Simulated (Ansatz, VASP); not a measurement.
Al in VASP and in Ansatz

INCAR

```
SYSTEM = Al
  PREC = Accurate
  ENCUT = 520
  EDIFF = 1E-7
  ISMEAR = -1
  SIGMA = 0.08
  LREAL = .False.
  LASPH = .True.
  NELM = 100
  ALGO = Normal
  ISIF = 2
  LWAVE = .False.
  LCHARG = .False.
  LDIPOL = .True.
  IDIPOL = 3
  DIPOL = 0.5 0.5 0.500
  GGA = PE
  NBANDS = 18
```

KPOINTS

```
Automatic mesh
0
Gamma
  13 9 1
  0 0 0
```

Contents of POSCAR:

```
Al
1.0
    2.8574853682      0.0000000000      0.0000000000
    0.0000000000      4.0410945620      0.0000000000
    0.0000000000      0.0000000000     23.1437000000
Al
6
Direct
    0.2500000000      0.2500000000      0.3456661333
    0.7500000000      0.7500000000      0.4073996800
    0.2500000000      0.2500000000      0.4691332267
    0.7500000000      0.7500000000      0.5308667733
    0.2500000000      0.2500000000      0.5926003200
    0.7500000000      0.7500000000      0.6543338667
```

Input for Ansatz:

```yaml
crystal:
  lattice:
    - [2.8574853682, 0.0, 0.0]
    - [0.0, 4.041094562, 0.0]
    - [0.0, 0.0, 23.1437]
  atoms:
    - { symbol: Al, position: [0.25, 0.25, 0.3456661333] }
    - { symbol: Al, position: [0.75, 0.75, 0.40739968] }
    - { symbol: Al, position: [0.25, 0.25, 0.4691332267] }
    - { symbol: Al, position: [0.75, 0.75, 0.5308667733] }
    - { symbol: Al, position: [0.25, 0.25, 0.59260032] }
    - { symbol: Al, position: [0.75, 0.75, 0.6543338667] }
kpoints:
  mp_grid: { grid: [13, 9, 1] }
scf:
  occupations: { method: fermi_dirac, width: 0.08 }
hamiltonian:
  xc: pbe
  pseudopotentials: { kind: paw }
output:
  forces: true
  stress: true
  eigenvalues: true
  populations: true
efield:
  axis: 3
  amplitude: 0
  dipole_correction: true
```

Alike in both runs: task single point; functional PBE; k mesh 13 × 9 × 1; occupations fermi-dirac, width 0.08 eV; no spin polarisation.

|  | VASP | Ansatz |
| --- | --- | --- |
| version | VASP 6.6.1 | Ansatz 0.2.0 |
| potentials or method | VASP PAW PBE potentials, release 64 (Al) | PAW with Ansatz's default frozen-core files, scalar-relativistic |
| plane-wave cutoff (eV) | 520 | 420 |
| valence electrons in the cell | 18 | 18 |

|  | VASP | Ansatz | Ansatz less VASP |
| --- | --- | --- | --- |
| rms of the force components (eV/Å) | 0.104 | 0.104 | -0.0002 |

Atom by atom the forces differ by 0.000 eV/Å (rms over components).
